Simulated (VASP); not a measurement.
A run of VASP 6.6.1 is set up as follows.

File INCAR:

```
SYSTEM = PbS
  ALGO = Normal
  EDIFF = 1E-6
  ENCUT = 500
  GGA = CA
  GGA_COMPAT = .FALSE.
  ISIF = 2
  ISMEAR = 0
  LASPH = .TRUE.
  LCHARG = .FALSE.
  LREAL = .FALSE.
  LWAVE = .FALSE.
  NBANDS = 17
  NELM = 120
  PREC = Accurate
  SIGMA = 0.05
```

File KPOINTS:

```
k-points
0
G
  4 4 4
  0 0 0
```

The input POSCAR:

```
PbS
1.0
    0.0000000000      3.2474257938      3.2474257938
    3.2474257938      0.0000000000      3.2474257938
    3.2474257938      3.2474257938      0.0000000000
Pb S
1 1
Direct
    0.0000000000      0.0000000000      0.0000000000
    0.2500000000      0.2500000000      0.2500000000
```

Potentials or basis: VASP PAW LDA potentials, release 64 (Pb_d, S).

Run with:

```sh
$ cat potpaw_LDA.64/Pb_d/POTCAR potpaw_LDA.64/S/POTCAR > POTCAR
$ mpirun -np 1 vasp_std > vasp.out
```

**Question.** Predict the pressure.

**Answer.** -0.4 GPa.

**Question.** Estimate the band gap on the k mesh.

**Answer.** 0.48 eV, indirect (least direct gap 1.03 eV).

Caveat: spin-orbit coupling is left out, which moves the levels of the heavy elements. A k mesh can miss the band edges.
